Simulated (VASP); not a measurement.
Set up this calculation in VASP 6.6.1, as the native input.

```yaml
Task: single point
Functional: PBE
Potentials_or_basis: VASP PAW PBE potentials, release 64 (Al, In_d, As)
Cutoff: 520 eV
k_mesh: 10 × 10 × 10
Occupations: gaussian, width 0.02 eV
Spin: no spin polarisation
Dipole_correction: no
Further_INCAR_settings: ALGO = Normal; EDIFF = 1e-07; NBANDS = 26
```

The structure of Al2InAs3 lies in POSCAR:

```
Al2InAs3
1.0
   -2.0750726080      2.0750726080      8.8307478887
    2.0750726080     -2.0750726080      8.8307478887
    2.0750726080      2.0750726080     -8.8307478887
Al In As
2 1 3
Direct
    0.4206647163      0.9206647163      0.5000000000
    0.0793352837      0.5793352837      0.5000000000
    0.7500000000      0.2500000000      0.5000000000
    0.8426963621      0.8426963621      0.0000000000
    0.5000000000      0.5000000000      0.0000000000
    0.1573036379      0.1573036379      0.0000000000
```

The input as run:

INCAR

```
SYSTEM = Al2InAs3
PREC = Accurate
ENCUT = 520
EDIFF = 1E-7
ISMEAR = 0
SIGMA = 0.02
LREAL = .FALSE.
LASPH = .TRUE.
NELM = 60
ALGO = Normal
ISIF = 2
LWAVE = .FALSE.
LCHARG = .FALSE.
GGA = PE
NBANDS = 26
```

KPOINTS

```
Automatic mesh
0
G
  10 10 10
  0 0 0
```

Potentials or basis: VASP PAW PBE potentials, release 64 (Al, In_d, As).

Command:

```bash
$ cat potpaw_PBE.64/Al/POTCAR potpaw_PBE.64/In_d/POTCAR potpaw_PBE.64/As/POTCAR > POTCAR
$ mpirun -np 1 vasp_std > vasp.out
```

It gave:

The pressure is 0.1 GPa and the band gap on the k mesh is 0.84 eV, direct.

Caveat: spin-orbit coupling is left out, which moves the levels of the heavy elements.

Run time: 28 min on 1 thread of Intel(R) Xeon(R) Platinum 8259CL CPU @ 2.50GHz (Skylake/Cascade Lake) (shared host), peak memory 0.94 GiB.
